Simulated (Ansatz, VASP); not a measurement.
## W: VASP beside Ansatz

```
W
1.0
    -1.56790    1.56790    1.63953
     1.56790   -1.56790    1.63953
     1.56790    1.56790   -1.63953
W
1
Cartesian
  0.0000 0.0000 0.0000
```

Change from the starting cell: strain -0.015 along x and y, +0.030 along z, atoms carried along.

Alike in both runs: task single point; functional PBE; k mesh 26 × 26 × 26; occupations gaussian, width 0.15 eV; no spin polarisation.

|  | VASP | Ansatz |
| --- | --- | --- |
| version | VASP 6.6.1 | Ansatz 0.2.0 |
| potentials or method | VASP PAW PBE potentials, release 64 (W_sv), cutoff 520 eV | scalar-relativistic, plane waves, PAW |
| valence electrons in the cell | 14 | 14 |

Ansatz gave:

| Property | Result |
| --- | --- |
| gap on the k mesh at the Fermi level (eV) | none |
| pressure (GPa) | 0.6 |
| traceless stress, the component that is largest in VASP (GPa) | -8.87 |

What did VASP give for the same quantities?

gap on the k mesh at the Fermi level (eV): none; pressure (GPa): 1.0; traceless stress, the component that is largest in VASP (GPa): -8.85.

A gap of «none» marks a metal or a gap that the smearing closes. With one functional, cell and mesh, what is left measures potentials, basis and numerics.

Spin-orbit coupling is off throughout.
